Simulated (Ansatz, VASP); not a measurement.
## Two plane-wave programs on In3O2

```
In O
1.0
     4.64025    0.00000    0.00000
     0.00000    4.64025    0.00000
     0.00000    0.00000    4.64025
In O
3 2
Cartesian
  0.0000 2.3201 2.3201
  2.3201 0.0000 2.3201
  2.3201 2.3201 0.0000
  2.3201 2.3201 2.3201
  0.0000 0.0000 0.0000
```

Alike in both runs: task relaxation of cell and atoms; functional PBE; k mesh 4 × 4 × 4; occupations gaussian, width 0.1 eV; no spin polarisation.

|  | VASP | Ansatz |
| --- | --- | --- |
| version | VASP 6.6.1 | Ansatz 0.2.0 |
| potentials or method | VASP PAW PBE potentials, release 64 (In_d, O), cutoff 600 eV | scalar-relativistic, plane waves, PAW |
| valence electrons in the cell | 51 | 51 |

|  | VASP | Ansatz | Ansatz less VASP |
| --- | --- | --- | --- |
| gap on the k mesh at the Fermi level, each at its own relaxed structure (eV) | none | none | - |
| relaxed volume (Å³/atom) | 22.04 | 21.92 | -0.118 |
| relaxed cell length with the largest relative difference (Å) | 4.794 | 4.785 | -0.0086 |

A gap of «none» marks a metal or a gap that the smearing closes.
